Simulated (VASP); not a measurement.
# Cu (I4/mmm) in VASP: a series of runs

Runs on Cu. Level: PBEsol. Tasks: single point.

Program: VASP 6.6.1. These are calculated values, not measurements. Logs are shortened: lines on timing, memory, paths and dates and some standing lists are left out, and cuts for length are marked.

### 1 The cell of the first run

Symmetry: I4/mmm, No. 139, tetragonal system. The conventional cell has a = 2.886 Å, b = 2.886 Å, c = 2.752 Å, α = 90.00°, β = 90.00°, γ = 90.00°. Cu (site symmetry 4/mmm) has 14 Cu at 2.46 to 2.89 Å within 3.2 Å.

### 2 Single point, PBEsol

INCAR

```
SYSTEM = Cu
PREC = Accurate
ENCUT = 520
EDIFF = 1E-6
ISMEAR = 1
SIGMA = 0.1
LREAL = .FALSE.
LASPH = .TRUE.
NELM = 60
ALGO = Normal
ISIF = 2
LWAVE = .FALSE.
LCHARG = .TRUE.
GGA = PS
LELF = .TRUE.
LVHAR = .TRUE.
NBANDS = 12
```

KPOINTS

```
Automatic mesh
0
G
  8 8 8
  0 0 0
```

POSCAR

```
Cu
1.0
   -1.4427930000      1.4427930000      1.3760810000
    1.4427930000     -1.4427930000      1.3760810000
    1.4427930000      1.4427930000     -1.3760810000
Cu
1
Direct
    0.0000000000      0.0000000000      0.0000000000
```

Potentials or basis: VASP PAW PBE potentials, release 64 (Cu).

On the command line:

```console
> cat potpaw_PBE.64/Cu/POTCAR > POTCAR
> mpirun -np 1 vasp_std > vasp.out
```

OUTCAR:

```text
SYSTEM = Cu
   PREC = Accurate
   ENCUT = 520
   EDIFF = 1E-6
   ISMEAR = 1
   LREAL = .FALSE.
   LASPH = .TRUE.
   NELM = 60
   ISIF = 2
   GGA = PS

 ion  position               nearest neighbor table
   1  0.000  0.000  0.000-

  LATTYP: Found a body centered tetragonal cell.
 ALAT       =     2.8855860000
 C/A-ratio  =     0.9537619049

  Lattice vectors:

 A1 = (  -1.4427930000,   1.4427930000,   1.3760810000)
 A2 = (   1.4427930000,  -1.4427930000,   1.3760810000)
 A3 = (   1.4427930000,   1.4427930000,  -1.3760810000)

Analysis of symmetry for initial positions (statically):
=====================================================================
 Subroutine PRICEL returns:
 Original cell was already a primitive cell.

 Routine SETGRP: Setting up the symmetry group for a
 body centered tetragonal supercell.

 Subroutine GETGRP returns: Found 16 space group operations
 (whereof 16 operations were pure point group operations)
 out of a pool of 16 trial point group operations.

The static configuration has the point symmetry D_4h.

Analysis of symmetry for dynamics (positions and initial velocities):
=====================================================================
 Subroutine PRICEL returns:
 Original cell was already a primitive cell.

 Routine SETGRP: Setting up the symmetry group for a
 body centered tetragonal supercell.

 Subroutine GETGRP returns: Found 16 space group operations
 (whereof 16 operations were pure point group operations)
 out of a pool of 16 trial point group operations.

The dynamic configuration has the point symmetry D_4h.

 Subroutine INISYM returns: Found 16 space group operations
 (whereof 16 operations are pure point group operations),
 and found     1 'primitive' translations

----------------------------------------------------------------------------------------

                                     Primitive cell

  volume of cell :      11.4581

  direct lattice vectors                    reciprocal lattice vectors
    -1.442793000  1.442793000  1.376081000     0.000000000  0.346550060  0.363350704
     1.442793000 -1.442793000  1.376081000     0.346550060  0.000000000  0.363350704
     1.442793000  1.442793000 -1.376081000     0.346550060  0.346550060  0.000000000

  length of vectors
     2.461077447  2.461077447  2.461077447     0.502116199  0.502116199  0.490095794

  position of ions in fractional coordinates (direct lattice)
     0.000000000  0.000000000  0.000000000

  ion indices of the primitive-cell ions
   primitive index   ion index
                 1           1

----------------------------------------------------------------------------------------

 KPOINTS: Automatic mesh

Automatic generation of k-mesh.
 Grid dimensions read from file:
 generate k-points for:    8    8    8

 Generating k-lattice:

  Cartesian coordinates                     Fractional coordinates (reciprocal lattice)
     0.000000000  0.043318757  0.045418838     0.125000000  0.000000000  0.000000000
     0.043318757  0.000000000  0.045418838     0.000000000  0.125000000  0.000000000
     0.043318757  0.043318757  0.000000000     0.000000000  0.000000000  0.125000000

  Length of vectors
     0.062764525  0.062764525  0.061261974

  Shift w.r.t. Gamma in fractional coordinates (k-lattice)
     0.000000000  0.000000000  0.000000000

 Subroutine IBZKPT returns following result:
 ===========================================

 Found     59 irreducible k-points:

 Following reciprocal coordinates:
            Coordinates               Weight
  0.000000  0.000000  0.000000      1.000000
  0.125000  0.000000  0.000000      8.000000
  0.250000  0.000000  0.000000      8.000000
  0.375000  0.000000  0.000000      8.000000
  0.500000  0.000000  0.000000      4.000000
  0.125000  0.125000  0.000000      8.000000
[... 16 lines left out ...]
  0.250000  0.125000  0.125000     16.000000
  0.375000  0.125000  0.125000      8.000000
 [... further k-points ...]
   k-points           NKPTS =     59   k-points in BZ     NKDIM =     59   number of bands    NBANDS=     12
   number of dos      NEDOS =    301   number of ions     NIONS =      1
   total plane-waves  NPLWV =   5832
   dimension x,y,z NGX =    18 NGY =   18 NGZ =   18
   dimension x,y,z NGXF=    36 NGYF=   36 NGZF=   36
   ions per type =               1
   NGX,Y,Z   is equivalent  to a cutoff of  12.16, 12.16, 12.16 a.u.
   NGXF,Y,Z  is equivalent  to a cutoff of  24.32, 24.32, 24.32 a.u.
 SYSTEM =  Cu
   PREC   = accura    normal or accurate (medium, high low for compatibility)
   ISTART =      0    job   : 0-new  1-cont  2-samecut
   ICHARG =      2    charge: 1-file 2-atom 10-const
   ISPIN  =      1    spin polarized calculation?
   LNONCOLLINEAR =      F non collinear calculations
   LSORBIT =      F    spin-orbit coupling
   LASPH  =      T    aspherical Exc in radial PAW
   ENCUT  =  520.0 eV  38.22 Ry    6.18 a.u.   4.58  4.58  4.58*2*pi/ulx,y,z
   NELM   =     60;   NELMIN=  2; NELMDL= -5     # of ELM steps
   EDIFF  = 0.1E-05   stopping-criterion for ELM
   LREAL  =      F    real-space projection
   EDIFFG = 0.1E-04   stopping-criterion for IOM
   NSW    =      0    number of steps for IOM
   IBRION =     -1    ionic relax: 0-MD 1-quasi-New 2-CG
   NFREE  =      0    steps in history (QN), initial steepest desc. (CG)
   ISIF   =      2    stress and relaxation
   ISYM   =      2    0-nonsym 1-usesym 2-fastsym
   POTIM  = 0.5000    time-step for ionic-motion
   TEBEG  =    0.0;   TEEND  =   0.0 temperature during run
   PSTRESS=    0.0 pullay stress
   NELECT =      11.0000    total number of electrons
   NUPDOWN=      -1.0000    fix difference up-down
   EMIN   =  10.00;   EMAX   =-10.00  energy-range for DOS
   EFERMI =   0.00;   METHOD = LEGACY
   ISMEAR =     1;   SIGMA  =   0.10  broadening in eV -4-tet -1-fermi 0-gaus
   EFERMI_NEDOS =   21; number of points for ismear=-14 and -15
   IALGO  =     38    algorithm
   IMIX   =      4    mixing-type and parameters
     AMIX     =   0.40;   BMIX     =  1.00
     AMIX_MAG =   1.60;   BMIX_MAG =  1.00
  volume/ion in A,a.u.               =      11.46        77.32
  Fermi-wavevector in a.u.,A,eV,Ry     =   1.614985  3.051878 35.486378  2.608175
  Thomas-Fermi vector in A             =   2.709805
   LORBIT       =      0    0 simple, 1 ext, 2 COOP (PROOUT), +10 PAW based schemes
   GGA     = PS    functional components
   LHFCALC =     F    Hartree Fock is set to
   AEXX    =    0.0000 exact exchange contribution
   IVDW    =     0    specifies the selected vdW correction
   LEPSILON=     F    determine dielectric tensor
   LRPA    =     F    only Hartree local field effects (RPA)
 non-spin polarized calculation
 Methfessel and Paxton  Order N= 1 SIGMA  =   0.10
  energy-cutoff  :      520.00
  volume of cell :       11.46
 maximum number of plane-waves:       325
   NGX =  9   NGY =  9   NGZ =  9

 number of electron      10.9999998 magnetization

 Free energy of the ion-electron system (eV)
  ---------------------------------------------------
  ext. energy  EPLUGINS =         0.00000000
  ---------------------------------------------------
  free energy    TOTEN  =        -4.23213581 eV

  energy without entropy =       -4.23198293  energy(sigma->0) =       -4.23208485

 E-fermi :   7.8534     XC(G=0): -13.0877

 val. band max:        7.8396326041   @ k =   0.5000   0.1250   0.0000
 cond. band min:       7.9235265054   @ k =   0.3750   0.1250   0.0000
 fundamental gap:      0.0838939013
 Fermi energy:         7.8534364503

 k-point     1 :       0.0000    0.0000    0.0000
  band No.  band energies     occupation
      1      -1.8369      2.00000
      2       4.4479      2.00000
      3       4.6509      2.00000
      4       4.6509      2.00000
      5       5.5291      2.00000
      6       5.7307      2.00000
      7      32.6344      0.00000
      8      32.6344      0.00000
      9      33.8808      0.00000
     10      36.6615      0.00000
     11      36.6615      0.00000
     12      36.7045      0.00000

 k-point     2 :       0.1250    0.0000    0.0000
  band No.  band energies     occupation
      1      -1.2176      2.00000
      2       4.4092      2.00000
      3       4.6255      2.00000
      4       4.8067      2.00000
      5       5.5270      2.00000
      6       5.6629      2.00000
      7      28.6837      0.00000
      8      31.0572      0.00000
      9      31.3470      0.00000
     10      32.8561      0.00000
     11      34.2378      0.00000
     12      35.9688      0.00000

 k-point     3 :       0.2500    0.0000    0.0000
  band No.  band energies     occupation
      1       0.4846      2.00000
      2       4.1406      2.00000
      3       4.5407      2.00000
      4       5.4066      2.00000
      5       5.5336      2.00000
      6       5.6694      2.00000
      7      21.9125      0.00000
      8      27.9598      0.00000
      9      28.6712      0.00000
     10      30.3473      0.00000
     11      32.8421      0.00000
     12      37.9572      0.00000
[... 286 lines left out ...]
 k-point    23 :       0.2500    0.1250    0.1250
  band No.  band energies     occupation
      1       2.9969      2.00000
      2       3.8013      2.00000
      3       4.2219      2.00000
      4       5.6559      2.00000
      5       5.7712      2.00000
      6       7.7969      1.80763
      7      16.7461      0.00000
      8      20.3106      0.00000
      9      20.9059      0.00000
     10      36.3577      0.00000
     11      39.2194      0.00000
     12      42.0920      0.00000

 k-point    24 :       0.3750    0.1250    0.1250
  band No.  band energies     occupation
      1       3.1653      2.00000
      2       3.7128      2.00000
      3       4.7922      2.00000
      4       5.6735      2.00000
      5       5.8401      2.00000
      6       9.9977      0.00000
      7      12.8765      0.00000
      8      19.8315      0.00000
      9      20.0973      0.00000
     10      35.9932      0.00000
     11      39.0547      0.00000
     12      43.3560      0.00000

 [... further k-points ...]

------------------------ aborting loop because EDIFF is reached ----------------------------------------

  FORCE on cell =-STRESS in cart. coord.  units (eV):
  Direction    XX          YY          ZZ          XY          YZ          ZX
  --------------------------------------------------------------------------------------
  -------------------------------------------------------------------------------------
  Total       -0.0373392     -0.0373392     -0.0292627      0.0000000     -0.0000000      0.0000000
  in kB       -5.2211238     -5.2211238     -4.0917875      0.0000000     -0.0000000      0.0000000
  external PRESSURE =      -4.8446784 kB  Pullay stress =       0.0000000 kB

 VOLUME and BASIS-vectors are now :
 -----------------------------------------------------------------------------
  energy-cutoff  :      520.00
  volume of cell :       11.46
      direct lattice vectors                 reciprocal lattice vectors
    -1.442793000  1.442793000  1.376081000     0.000000000  0.346550060  0.363350704
     1.442793000 -1.442793000  1.376081000     0.346550060  0.000000000  0.363350704
     1.442793000  1.442793000 -1.376081000     0.346550060  0.346550060  0.000000000

 POSITION                                       TOTAL-FORCE (eV/Angst)
 -----------------------------------------------------------------------------------
      0.00000      0.00000      0.00000        -0.000000     -0.000000     -0.000000
 -----------------------------------------------------------------------------------
    total drift:                                0.000000      0.000000      0.000000

  FREE ENERGIE OF THE ION-ELECTRON SYSTEM (eV)
  ---------------------------------------------------
  free  energy   TOTEN  =        -4.2321358136 eV

  energy  without entropy=       -4.2319829300  energy(sigma->0) =       -4.23208485
```

Wall time 9.6 s (1 thread of Intel Xeon 8259CL, shared host); peak memory 0.12 GiB.

Results:

| Property | Result |
| --- | --- |
| Free energy | -4.2321 eV |
| Pressure | -0.5 GPa |

Caveat: the k points lie up to 0.39 Å⁻¹ apart; the PAW data sets were made with another functional, which shifts forces and pressure a little.

### 3 Single point, PBEsol

This run uses another cell than the first one, of 11.43 Å³/atom, 0.997 times its volume.

INCAR

```
PREC     = Accurate       # precision mode
ENCUT    = 520            # plane-wave cutoff, eV
EDIFF    = 1E-6           # SCF threshold, eV
ISMEAR   = 1              # smearing method
SIGMA    = 0.1            # smearing width, eV
LREAL    = False          # projectors in reciprocal space
LASPH    = True           # aspherical terms in the spheres
NELM     = 80             # most SCF steps
ALGO     = Normal         # electronic algorithm
ISIF     = 2              # what is computed and relaxed
LWAVE    = False          # write WAVECAR
LCHARG   = False          # write CHGCAR
GGA      = PS             # functional
NBANDS   = 12             # bands
```

KPOINTS

```
Automatic mesh
0
Gamma
  8 8 8
```

POSCAR

```
Cu
1.0
   -1.4415442453      1.4415442453      1.3748909913
    1.4415442453     -1.4415442453      1.3748909913
    1.4415442453      1.4415442453     -1.3748909913
Cu
1
Direct
    0.0000000000      0.0000000000      0.0000000000
```

Potentials or basis: VASP PAW PBE potentials, release 64 (Cu).

On the command line:

```console
> cat potpaw_PBE.64/Cu/POTCAR > POTCAR
> mpirun -np 1 vasp_std > vasp.out
```

OUTCAR:

```text
PREC = Accurate
   ENCUT = 520
   EDIFF = 1E-6
   ISMEAR = 1
   LREAL = False
   LASPH = True
   NELM = 80
   ISIF = 2
   GGA = PS

 ion  position               nearest neighbor table
   1  0.000  0.000  0.000-

  LATTYP: Found a body centered tetragonal cell.
 ALAT       =     2.8830884906
 C/A-ratio  =     0.9537626027

  Lattice vectors:

 A1 = (  -1.4415442453,   1.4415442453,   1.3748909913)
 A2 = (   1.4415442453,  -1.4415442453,   1.3748909913)
 A3 = (   1.4415442453,   1.4415442453,  -1.3748909913)
[... 538 lines left out ...]
     12      43.4371      0.00000

 [... further k-points ...]

------------------------ aborting loop because EDIFF is reached ----------------------------------------

  FORCE on cell =-STRESS in cart. coord.  units (eV):
  Direction    XX          YY          ZZ          XY          YZ          ZX
  --------------------------------------------------------------------------------------
  -------------------------------------------------------------------------------------
  Total       -0.0079770     -0.0079770      0.0011894      0.0000000      0.0000000      0.0000000
  in kB       -1.1183162     -1.1183162      0.1667401      0.0000000      0.0000000      0.0000000
  external PRESSURE =      -0.6899641 kB  Pullay stress =       0.0000000 kB

 VOLUME and BASIS-vectors are now :
 -----------------------------------------------------------------------------
  energy-cutoff  :      520.00
  volume of cell :       11.43
      direct lattice vectors                 reciprocal lattice vectors
    -1.441544245  1.441544245  1.374890991     0.000000000  0.346850263  0.363665195
     1.441544245 -1.441544245  1.374890991     0.346850263  0.000000000  0.363665195
     1.441544245  1.441544245 -1.374890991     0.346850263  0.346850263  0.000000000

 POSITION                                       TOTAL-FORCE (eV/Angst)
 -----------------------------------------------------------------------------------
      0.00000      0.00000      0.00000         0.000000     -0.000000      0.000000
 -----------------------------------------------------------------------------------
    total drift:                                0.000000      0.000000      0.000000

  FREE ENERGIE OF THE ION-ELECTRON SYSTEM (eV)
  ---------------------------------------------------
  free  energy   TOTEN  =        -4.2321571138 eV

  energy  without entropy=       -4.2319593156  energy(sigma->0) =       -4.23209118
```

It took 10 s on 1 thread of Intel Xeon 8259CL, shared host; peak memory 0.12 GiB.

What came out:

```
Free energy : -4.2322 eV
Pressure    : -0.1 GPa
```

Stress tensor (GPa, compression positive):
```
-0.11  0.00  0.00
 0.00 -0.11  0.00
 0.00  0.00  0.02
```

Caveat: the k points lie up to 0.39 Å⁻¹ apart; the PAW data sets were made with another functional, which shifts forces and pressure a little.

### 4 Single point, PBEsol

This run uses another cell than the first one, of 11.38 Å³/atom, 0.993 times its volume.

INCAR

```
ALGO     = Normal         # electronic algorithm
EDIFF    = 1E-6           # SCF threshold, eV
ENCUT    = 520            # plane-wave cutoff, eV
GGA      = PS             # functional
ISIF     = 2              # what is computed and relaxed
ISMEAR   = 1              # smearing method
LASPH    = True           # aspherical terms in the spheres
LCHARG   = False          # write CHGCAR
LREAL    = False          # projectors in reciprocal space
LWAVE    = False          # write WAVECAR
NBANDS   = 12             # bands
NELM     = 80             # most SCF steps
PREC     = Accurate       # precision mode
SIGMA    = 0.1            # smearing width, eV
```

KPOINTS

```
k-points
0
Gamma
  8 8 8
```

POSCAR

```
Cu
1.0
   -1.4394673695      1.4394673695      1.3729427886
    1.4394673695     -1.4394673695      1.3729427886
    1.4394673695      1.4394673695     -1.3729427886
Cu
1
Direct
    0.0000000000      0.0000000000      0.0000000000
```

On the command line:

```console
> cat potpaw_PBE.64/Cu/POTCAR > POTCAR
> mpirun -np 1 vasp_std > vasp.out
```

It took 10 s on 1 thread of Intel Xeon 8259CL, shared host; peak memory 0.12 GiB.

It converged, with:

- Free energy: -4.2320 eV
- Pressure: 0.6 GPa

Stress tensor (GPa, compression positive):
```
0.58 0.00 0.00
0.00 0.58 0.00
0.00 0.00 0.74
```

Levels at points of the mesh, in eV from the Fermi level:
| k point | band 4 | band 5 | band 6 | band 7 | band 8 | band 9 |
| --- | --- | --- | --- | --- | --- | --- |
| (0.00, 0.00, 0.00) | -3.23 | -2.34 | -2.13 | 24.85 | 24.85 | 26.10 |
| (0.50, 0.00, 0.00) | -2.02 | -1.45 | -0.66 | 4.64 | 17.31 | 17.44 |
| (0.50, 0.50, 0.00) | -2.17 | -1.47 | -1.03 | 4.12 | 18.56 | 18.87 |
| (0.50, 0.50, 0.50) | -1.64 | -1.60 | 7.65 | 7.65 | 9.50 | 13.32 |

Caveat: the k points lie up to 0.40 Å⁻¹ apart; the PAW data sets were made with another functional, which shifts forces and pressure a little.

### 5 Summary

```csv
cell,gap on the mesh (eV),pressure (GPa)
"a = 2.461 Å, angles 108.2, 108.2, 112.0°, 1 atom",none,-0.5
"a = 2.459 Å, angles 108.2, 108.2, 112.0°, 1 atom",none,-0.1
"a = 2.455 Å, angles 108.2, 108.2, 112.0°, 1 atom",none,0.6
```

Alike in all rows: task single point; level PBEsol; potentials or basis VASP PAW PBE potentials, release 64 (Cu); no spin polarisation; k mesh 8 × 8 × 8; cutoff (eV) 520; smearing methfessel-paxton 0.1 eV.

Caveats: all runs use coarse meshes; the PAW data sets were made with another functional, which shifts forces and pressure a little.

Total energies depend on the potentials used, so only differences within one code and one set of settings carry meaning.
